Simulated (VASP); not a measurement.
Write the native input for VASP 6.6.1 that does the following.

```yaml
Task: single point
Functional: PBE
Potentials_or_basis: VASP PAW PBE potentials, release 64 (Ti_sv, O)
Cutoff: 520 eV
k_mesh: 9 × 7 × 1
Occupations: gaussian, width 0.1 eV
Spin: no spin polarisation
Dipole_correction: yes
Further_INCAR_settings: ALGO = Normal; EDIFF = 1e-06; NBANDS = 35
```

The structure of Ti4O lies in POSCAR:

```
Ti4O
1.0
    2.9075446938      0.0000000000      0.0000000000
    0.0000000000      4.1118891392      0.0000000000
    0.0000000000      0.0000000000     19.6535692687
Ti O
4 1
Direct
    0.5000000000      0.5000000000      0.2035253722
    0.0000000000      0.0000000000      0.2774952616
    0.5000000000      0.5000000000      0.3439484703
    0.0000000000      0.0000000000      0.4148645550
    0.5000000000      0.1000000000      0.4645117347
```

These files were run (other wordings do the same):

INCAR

```
PREC = Accurate ; ENCUT = 520
EDIFF = 1E-6 ; ISMEAR = 0
SIGMA = 0.1 ; LREAL = False
LASPH = True ; NELM = 80
ALGO = Normal ; ISIF = 2
LWAVE = False ; LCHARG = False
LDIPOL = True ; IDIPOL = 3
DIPOL = 0.5 0.5 0.341 ; GGA = PE
NBANDS = 35
```

KPOINTS

```
Automatic mesh
0
Gamma
  9 7 1
```

Potentials or basis: VASP PAW PBE potentials, release 64 (Ti_sv, O).

The run is started by

```sh
$ cat potpaw_PBE.64/Ti_sv/POTCAR potpaw_PBE.64/O/POTCAR > POTCAR
$ mpirun -np 1 vasp_std > vasp.out
```

It gave:

The largest force is 1.146 eV/Å. The band gap on the k mesh is zero (band 27 reaches -0.01 eV, above the bottom of band 28 at -0.55 eV).

It took 5.2 min on 1 thread of Intel Xeon 6975P-C (shared host), peak memory 0.4 GiB.
